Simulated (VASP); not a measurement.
# YBe (Fm-3m) in VASP: a series of runs

YBe is run at these levels: PBE; tasks: single point, relaxation of cell and atoms.

Everything below comes from runs of VASP 6.6.1. Logs are shortened: lines on timing, memory, paths and dates and some standing lists are left out, and cuts for length are marked.

## (1) The cell of the first run

It takes space group Fm-3m (No. 225, cubic). The conventional cell has a = 5.184 Å, b = 5.184 Å, c = 5.184 Å, α = 90.00°, β = 90.00°, γ = 90.00°. Within 3.4 Å of Y (site symmetry m-3m) lie 6 Be at 2.59 Å. Be (site symmetry m-3m) has 6 Y at 2.59 Å within 3.4 Å.

## (2) Single point, PBE

The input, INCAR:

```
SYSTEM = YBe
PREC = Accurate
ENCUT = 520
EDIFF = 1E-6
ISMEAR = 0
SIGMA = 0.1
LREAL = .False.
LASPH = .True.
NELM = 80
ALGO = Normal
ISIF = 2
LWAVE = .False.
LCHARG = .False.
GGA = PE
NBANDS = 14
```

The input, KPOINTS:

```
Automatic mesh
0
Gamma
  6 6 6
  0 0 0
```

The input, POSCAR:

```
YBe
1.0
    0.0000000000      2.5920278871      2.5920278871
    2.5920278871      0.0000000000      2.5920278871
    2.5920278871      2.5920278871      0.0000000000
Y Be
1 1
Direct
    0.0000000000      0.0000000000      0.0000000000
    0.5000000000      0.5000000000      0.5000000000
```

Potentials or basis: VASP PAW PBE potentials, release 64 (Y_sv, Be).

Launch:

```sh
$ cat potpaw_PBE.64/Y_sv/POTCAR potpaw_PBE.64/Be/POTCAR > POTCAR
$ mpirun -np 1 vasp_std > vasp.out
```

OUTCAR:

```text
SYSTEM = YBe
   PREC = Accurate
   ENCUT = 520
   EDIFF = 1E-6
   ISMEAR = 0
   LREAL = .False.
   LASPH = .True.
   NELM = 80
   ISIF = 2
   GGA = PE

 ion  position               nearest neighbor table
   1  0.000  0.000  0.000-   2 2.59   2 2.59   2 2.59   2 2.59   2 2.59   2 2.59
   2  0.500  0.500  0.500-   1 2.59   1 2.59   1 2.59   1 2.59   1 2.59   1 2.59

  LATTYP: Found a face centered cubic cell.
 ALAT       =     5.1840557742

  Lattice vectors:

 A1 = (   0.0000000000,   2.5920278871,   2.5920278871)
 A2 = (   2.5920278871,   0.0000000000,   2.5920278871)
 A3 = (   2.5920278871,   2.5920278871,   0.0000000000)

Analysis of symmetry for initial positions (statically):
=====================================================================
 Subroutine PRICEL returns:
 Original cell was already a primitive cell.

 Routine SETGRP: Setting up the symmetry group for a
 face centered cubic supercell.

 Subroutine GETGRP returns: Found 48 space group operations
 (whereof 48 operations were pure point group operations)
 out of a pool of 48 trial point group operations.

The static configuration has the point symmetry O_h .

Analysis of symmetry for dynamics (positions and initial velocities):
=====================================================================
 Subroutine PRICEL returns:
 Original cell was already a primitive cell.

 Routine SETGRP: Setting up the symmetry group for a
 face centered cubic supercell.

 Subroutine GETGRP returns: Found 48 space group operations
 (whereof 48 operations were pure point group operations)
 out of a pool of 48 trial point group operations.

The dynamic configuration has the point symmetry O_h .

 Subroutine INISYM returns: Found 48 space group operations
 (whereof 48 operations are pure point group operations),
 and found     1 'primitive' translations

----------------------------------------------------------------------------------------

                                     Primitive cell

  volume of cell :      34.8296

  direct lattice vectors                    reciprocal lattice vectors
     0.000000000  2.592027887  2.592027887    -0.192899159  0.192899159  0.192899159
     2.592027887  0.000000000  2.592027887     0.192899159 -0.192899159  0.192899159
     2.592027887  2.592027887  0.000000000     0.192899159  0.192899159 -0.192899159

  length of vectors
     3.665680992  3.665680992  3.665680992     0.334111144  0.334111144  0.334111144

  position of ions in fractional coordinates (direct lattice)
     0.000000000  0.000000000  0.000000000
     0.500000000  0.500000000  0.500000000

  ion indices of the primitive-cell ions
   primitive index   ion index
                 1           1
                 2           2

----------------------------------------------------------------------------------------

 KPOINTS: Automatic mesh

Automatic generation of k-mesh.
 Grid dimensions read from file:
 generate k-points for:    6    6    6

 Generating k-lattice:

  Cartesian coordinates                     Fractional coordinates (reciprocal lattice)
    -0.032149860  0.032149860  0.032149860     0.166666667  0.000000000  0.000000000
     0.032149860 -0.032149860  0.032149860     0.000000000  0.166666667  0.000000000
     0.032149860  0.032149860 -0.032149860     0.000000000  0.000000000  0.166666667

  Length of vectors
     0.055685191  0.055685191  0.055685191

  Shift w.r.t. Gamma in fractional coordinates (k-lattice)
     0.000000000  0.000000000  0.000000000

 Subroutine IBZKPT returns following result:
 ===========================================

 Found     16 irreducible k-points:

 Following reciprocal coordinates:
            Coordinates               Weight
  0.000000  0.000000  0.000000      1.000000
  0.166667  0.000000  0.000000      8.000000
  0.333333  0.000000  0.000000      8.000000
  0.500000  0.000000  0.000000      4.000000
  0.166667  0.166667  0.000000      6.000000
  0.333333  0.166667  0.000000     24.000000
[... 8 lines left out ...]
 -0.333333  0.333333  0.166667     24.000000
 -0.333333  0.500000  0.166667     12.000000
   k-points           NKPTS =     16   k-points in BZ     NKDIM =     16   number of bands    NBANDS=     14
   number of dos      NEDOS =    301   number of ions     NIONS =      2
   total plane-waves  NPLWV =  21952
   dimension x,y,z NGX =    28 NGY =   28 NGZ =   28
   dimension x,y,z NGXF=    56 NGYF=   56 NGZF=   56
   ions per type =               1   1
   NGX,Y,Z   is equivalent  to a cutoff of  12.70, 12.70, 12.70 a.u.
   NGXF,Y,Z  is equivalent  to a cutoff of  25.40, 25.40, 25.40 a.u.
 SYSTEM =  YBe
   PREC   = accura    normal or accurate (medium, high low for compatibility)
   ISTART =      0    job   : 0-new  1-cont  2-samecut
   ICHARG =      2    charge: 1-file 2-atom 10-const
   ISPIN  =      1    spin polarized calculation?
   LNONCOLLINEAR =      F non collinear calculations
   LSORBIT =      F    spin-orbit coupling
   LASPH  =      T    aspherical Exc in radial PAW
   ENCUT  =  520.0 eV  38.22 Ry    6.18 a.u.   6.82  6.82  6.82*2*pi/ulx,y,z
   NELM   =     80;   NELMIN=  2; NELMDL= -5     # of ELM steps
   EDIFF  = 0.1E-05   stopping-criterion for ELM
   LREAL  =      F    real-space projection
   EDIFFG = 0.1E-04   stopping-criterion for IOM
   NSW    =      0    number of steps for IOM
   IBRION =     -1    ionic relax: 0-MD 1-quasi-New 2-CG
   NFREE  =      0    steps in history (QN), initial steepest desc. (CG)
   ISIF   =      2    stress and relaxation
   ISYM   =      2    0-nonsym 1-usesym 2-fastsym
   POTIM  = 0.5000    time-step for ionic-motion
   TEBEG  =    0.0;   TEEND  =   0.0 temperature during run
   PSTRESS=    0.0 pullay stress
   NELECT =      13.0000    total number of electrons
   NUPDOWN=      -1.0000    fix difference up-down
   EMIN   =  10.00;   EMAX   =-10.00  energy-range for DOS
   EFERMI =   0.00;   METHOD = LEGACY
   ISMEAR =     0;   SIGMA  =   0.10  broadening in eV -4-tet -1-fermi 0-gaus
   EFERMI_NEDOS =   21; number of points for ismear=-14 and -15
   IALGO  =     38    algorithm
   IMIX   =      4    mixing-type and parameters
     AMIX     =   0.40;   BMIX     =  1.00
     AMIX_MAG =   1.60;   BMIX_MAG =  1.00
  volume/ion in A,a.u.               =      17.41       117.52
  Fermi-wavevector in a.u.,A,eV,Ry     =   1.178708  2.227435 18.903293  1.389353
  Thomas-Fermi vector in A             =   2.315032
   LORBIT       =      0    0 simple, 1 ext, 2 COOP (PROOUT), +10 PAW based schemes
   GGA     = PE    functional components
   LHFCALC =     F    Hartree Fock is set to
   AEXX    =    0.0000 exact exchange contribution
   IVDW    =     0    specifies the selected vdW correction
   LEPSILON=     F    determine dielectric tensor
   LRPA    =     F    only Hartree local field effects (RPA)
 non-spin polarized calculation
 Gauss-broadening in eV      SIGMA  =   0.10
  energy-cutoff  :      520.00
  volume of cell :       34.83
 maximum number of plane-waves:       960
   NGX = 13   NGY = 13   NGZ = 13

 number of electron      12.9999999 magnetization

 Free energy of the ion-electron system (eV)
  ---------------------------------------------------
  ext. energy  EPLUGINS =         0.00000000
  ---------------------------------------------------
  free energy    TOTEN  =        -8.56331261 eV

  energy without entropy =       -8.54969167  energy(sigma->0) =       -8.55650214

 E-fermi :   3.8735     XC(G=0): -10.3612

 val. band max:        3.8602619866   @ k =  -0.3333   0.1667   0.0000
 cond. band min:       3.8808004843   @ k =   0.5000   0.0000   0.0000
 fundamental gap:      0.0205384977
 Fermi energy:         3.8735320591

 k-point     1 :       0.0000    0.0000    0.0000
  band No.  band energies     occupation
      1     -37.3206      2.00000
      2     -17.1848      2.00000
      3     -17.1848      2.00000
      4     -17.1848      2.00000
      5      -2.1388      2.00000
      6       6.1574      0.00000
      7       6.1574      0.00000
      8       6.1574      0.00000
      9       7.6930      0.00000
     10       7.6930      0.00000
     11       8.6500      0.00000
     12       8.6500      0.00000
     13       8.6500      0.00000
     14      13.1016      0.00000

 k-point     2 :       0.1667    0.0000    0.0000
  band No.  band energies     occupation
      1     -37.3066      2.00000
      2     -17.3313      2.00000
      3     -17.2003      2.00000
      4     -17.2003      2.00000
      5      -1.5544      2.00000
      6       4.9482      0.00000
      7       5.6050      0.00000
      8       5.6050      0.00000
      9       7.0305      0.00000
     10       7.0305      0.00000
     11       9.0775      0.00000
     12      11.1021      0.00000
     13      11.1021      0.00000
     14      14.5322      0.00000

 k-point     3 :       0.3333    0.0000    0.0000
  band No.  band energies     occupation
      1     -37.2785      2.00000
      2     -17.6104      2.00000
      3     -17.2308      2.00000
      4     -17.2308      2.00000
      5      -0.1665      2.00000
      6       3.3494      2.00000
      7       4.3362      0.00000
      8       4.3362      0.00000
      9       8.3674      0.00000
     10       8.3674      0.00000
     11       9.6061      0.00000
     12      13.8894      0.00000
     13      14.2798      0.00000
     14      14.2798      0.00000
[... 188 lines left out ...]
 k-point    15 :      -0.3333    0.3333    0.1667
  band No.  band energies     occupation
      1     -37.2500      2.00000
      2     -17.6174      2.00000
      3     -17.4743      2.00000
      4     -17.3309      2.00000
      5       1.5820      2.00000
      6       2.4157      2.00000
      7       3.6205      1.99965
      8       4.4799      0.00000
      9       8.6221      0.00000
     10       9.0854      0.00000
     11      10.3805      0.00000
     12      12.3913      0.00000
     13      13.7427      0.00000
     14      15.4139      0.00000

 k-point    16 :      -0.3333    0.5000    0.1667
  band No.  band energies     occupation
      1     -37.2452      2.00000
      2     -17.6270      2.00000
      3     -17.4674      2.00000
      4     -17.3864      2.00000
      5       1.0499      2.00000
      6       3.4617      2.00000
      7       3.6190      1.99968
      8       4.6513      0.00000
      9       8.1037      0.00000
     10       9.9538      0.00000
     11      10.4272      0.00000
     12      10.6420      0.00000
     13      13.1239      0.00000
     14      17.2211      0.00000

------------------------ aborting loop because EDIFF is reached ----------------------------------------

  FORCE on cell =-STRESS in cart. coord.  units (eV):
  Direction    XX          YY          ZZ          XY          YZ          ZX
  --------------------------------------------------------------------------------------
  -------------------------------------------------------------------------------------
  Total        5.5709132      5.5709132      5.5709132     -0.0000000     -0.0000000      0.0000000
  in kB      256.2642196    256.2642196    256.2642196     -0.0000000     -0.0000000      0.0000000
  external PRESSURE =     256.2642196 kB  Pullay stress =       0.0000000 kB

 VOLUME and BASIS-vectors are now :
 -----------------------------------------------------------------------------
  energy-cutoff  :      520.00
  volume of cell :       34.83
      direct lattice vectors                 reciprocal lattice vectors
     0.000000000  2.592027887  2.592027887    -0.192899159  0.192899159  0.192899159
     2.592027887  0.000000000  2.592027887     0.192899159 -0.192899159  0.192899159
     2.592027887  2.592027887  0.000000000     0.192899159  0.192899159 -0.192899159

 POSITION                                       TOTAL-FORCE (eV/Angst)
 -----------------------------------------------------------------------------------
      0.00000      0.00000      0.00000        -0.000000     -0.000000      0.000000
      2.59203      2.59203      2.59203         0.000000      0.000000     -0.000000
 -----------------------------------------------------------------------------------
    total drift:                               -0.000000     -0.000000      0.000000

  FREE ENERGIE OF THE ION-ELECTRON SYSTEM (eV)
  ---------------------------------------------------
  free  energy   TOTEN  =        -8.5633126105 eV

  energy  without entropy=       -8.5496916714  energy(sigma->0) =       -8.55650214
```

It took 10 s on 1 thread of Intel Xeon 6975P-C, shared host; peak memory 0.17 GiB.

What came out:

* Free energy: -8.5633 eV
* Pressure: 25.6 GPa

## (3) Single point, PBE

This run uses another cell than the first one, of 22.82 Å³/atom, 1.310 times its volume.

The input, INCAR:

```
SYSTEM = YBe
  ALGO = Normal
  EDIFF = 1E-6
  ENCUT = 520
  GGA = PE
  ISIF = 2
  ISMEAR = 0
  LASPH = .TRUE.
  LCHARG = .FALSE.
  LREAL = .FALSE.
  LWAVE = .FALSE.
  NBANDS = 14
  NELM = 60
  PREC = Accurate
  SIGMA = 0.1
```

The input, KPOINTS:

```
k-points
0
G
  6 6 6
  0 0 0
```

The input, POSCAR:

```
YBe
1.0
    0.0000000000      2.8363428330      2.8363428330
    2.8363428330      0.0000000000      2.8363428330
    2.8363428330      2.8363428330      0.0000000000
Y Be
1 1
Direct
    0.0000000000      0.0000000000      0.0000000000
    0.5000000000      0.5000000000      0.5000000000
```

Potentials or basis: VASP PAW PBE potentials, release 64 (Y_sv, Be).

Launch:

```sh
$ cat potpaw_PBE.64/Y_sv/POTCAR potpaw_PBE.64/Be/POTCAR > POTCAR
$ mpirun -np 1 vasp_std > vasp.out
```

Run time: 12 s. Hardware: 1 thread of Intel Xeon 6975P-C, shared host; peak memory 0.18 GiB.

Results (log left out):

| Item | Value |
| --- | --- |
| Free energy | -9.2810 eV |
| Pressure | 0.3 GPa |

Levels at points of the mesh, in eV from the Fermi level:
```csv
k point,band 3,band 4,band 5,band 6,band 7,band 8,band 9,band 10
"(0.00, 0.00, 0.00)",-22.15,-22.15,-5.59,1.94,1.94,1.94,2.99,2.99
"(0.50, 0.00, 0.00)",-22.17,-22.17,-2.61,-2.15,0.12,0.12,4.28,4.28
"(0.50, 0.50, 0.00)",-22.22,-22.22,-3.13,-0.60,0.02,2.27,2.27,4.03
```

## (4) Relaxation of cell and atoms, PBE

The input, INCAR:

```
SYSTEM = YBe
PREC     = Accurate       ! precision mode
ENCUT    = 600            ! plane-wave cutoff, eV
EDIFF    = 1E-6           ! SCF threshold, eV
ISMEAR   = 0              ! smearing method
SIGMA    = 0.1            ! smearing width, eV
LREAL    = .FALSE.        ! projectors in reciprocal space
LASPH    = .TRUE.         ! aspherical terms in the spheres
NELM     = 60             ! most SCF steps
ALGO     = Normal         ! electronic algorithm
ISIF     = 3              ! what is computed and relaxed
LWAVE    = .FALSE.        ! write WAVECAR
LCHARG   = .FALSE.        ! write CHGCAR
GGA      = PE             ! functional
IBRION   = 2              ! ionic algorithm
NSW      = 90             ! ionic steps
EDIFFG   = -0.04          ! ionic threshold
```

The input, KPOINTS:

```
regular mesh
0
G
  6 6 6
  0 0 0
```

The input, POSCAR:

```
YBe
1.0
    0.0000000000      2.5920278871      2.5920278871
    2.5920278871      0.0000000000      2.5920278871
    2.5920278871      2.5920278871      0.0000000000
Y Be
1 1
Direct
    0.0000000000      0.0000000000      0.0000000000
    0.5000000000      0.5000000000      0.5000000000
```

Launch:

```sh
$ cat potpaw_PBE.64/Y_sv/POTCAR potpaw_PBE.64/Be/POTCAR > POTCAR
$ mpirun -np 1 vasp_std > vasp.out
```

It took 34 s on 1 thread of Intel Xeon 6975P-C, shared host; peak memory 0.19 GiB.

The run converged. Its results:

```
Free energy                            : -9.2806 eV
Relaxed volume                         : 22.87 Å³/atom
Relaxed cell                           : a = 4.014 Å, b = 4.014 Å, c = 4.014 Å, α = 60.00°, β = 60.00°, γ = 60.00°
Space group after relaxing (to 0.05 Å) : Fm-3m (No. 225)
Energy gained by relaxing              : 358.6 meV/atom
Ionic steps                            : 3
Pressure after relaxing                : 0.2 GPa
```

Step by step:
```csv
step,energy change (eV),largest force (eV/Å),pressure (GPa),volume (Å³)
1,0.0000,0.0000,25.64,34.83
2,-0.6375,0.0000,-4.76,50.85
3,-0.7171,0.0000,0.20,45.75
```

Final structure:
```
Y Be
1.0
     0.00000    2.83868    2.83868
     2.83868    0.00000    2.83868
     2.83868    2.83868    0.00000
Y Be
1 1
Cartesian
  0.0000 0.0000 0.0000
  2.8387 2.8387 2.8387
```

Levels at points of the mesh, in eV from the Fermi level:
| k point | band 4 | band 5 | band 6 | band 7 | band 8 | band 9 |
| --- | --- | --- | --- | --- | --- | --- |
| (0.00, 0.00, 0.00) | -22.16 | -5.58 | 1.94 | 1.94 | 1.94 | 2.98 |
| (0.50, 0.00, 0.00) | -22.18 | -2.61 | -2.15 | 0.12 | 0.12 | 4.27 |
| (0.50, 0.50, 0.00) | -22.23 | -3.13 | -0.61 | 0.02 | 2.26 | 2.26 |

Caveat: the volume moved by over 15 % at a fixed basis, so the end points are rough.

## (5) Overview

| task | cell | cutoff (eV) | gap on the mesh (eV) | pressure (GPa) |
| --- | --- | --- | --- | --- |
| single point | a = 3.666 Å, angles 60.0°, 2 atoms | 520 | none | 25.6 |
| single point | a = 4.011 Å, angles 60.0°, 2 atoms | 520 | none | 0.3 |
| relaxation of cell and atoms | relaxed from a = 3.666 Å, angles 60.0°, 2 atoms | 600 | none | 0.2 |

Alike in all rows: level PBE; potentials or basis VASP PAW PBE potentials, release 64 (Y_sv, Be); no spin polarisation; k mesh 6 × 6 × 6; smearing gaussian 0.1 eV.

Caveats: the volume moved by over 15 % at a fixed basis, so the end points are rough (some runs).

Absolute energies hang on the potentials; compare differences alone.
